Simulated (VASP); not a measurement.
Sn, 2 atoms in the cell. The structure is cubic, space group Fd-3m (No. 227). Conventional cell: a = 6.650 Å, b = 6.650 Å, c = 6.650 Å, α = 90.00°, β = 90.00°, γ = 90.00°. Within 3.8 Å of Sn (site symmetry -43m) lie 4 Sn at 2.88 Å. This isn't the form of Sn at room conditions, which is tetragonal (white tin).

* Program: VASP 6.6.1
* Task: single point
* Functional: r2SCAN
* Potentials or basis: VASP PAW PBE potentials, release 64 (Sn_d)
* Cutoff: 520 eV
* k mesh: 6 × 6 × 6
* Occupations: fermi-dirac, width 0.02 eV
* Spin: no spin polarisation
* Dipole correction: no
* Further INCAR settings: ALGO = Normal; EDIFF = 1e-06; NBANDS = 21

Potentials or basis: VASP PAW PBE potentials, release 64 (Sn_d).

Run with:

```sh
$ cat potpaw_PBE.64/Sn_d/POTCAR > POTCAR
$ cp INCAR.step1 INCAR
$ mpirun -np 1 vasp_std > vasp.out
$ cp INCAR.step2 INCAR
$ mpirun -np 1 vasp_std > vasp.out
```

Hardware: 1 thread of AMD EPYC 9R45 96-Core Processor (Zen 5) (shared host).

Problem. Estimate the wall time of this run.

Solution. Wall time 58 s on 1 thread of AMD EPYC 9R45 96-Core Processor (Zen 5), on a shared host, peak memory 0.18 GiB. Counts: k points 16.
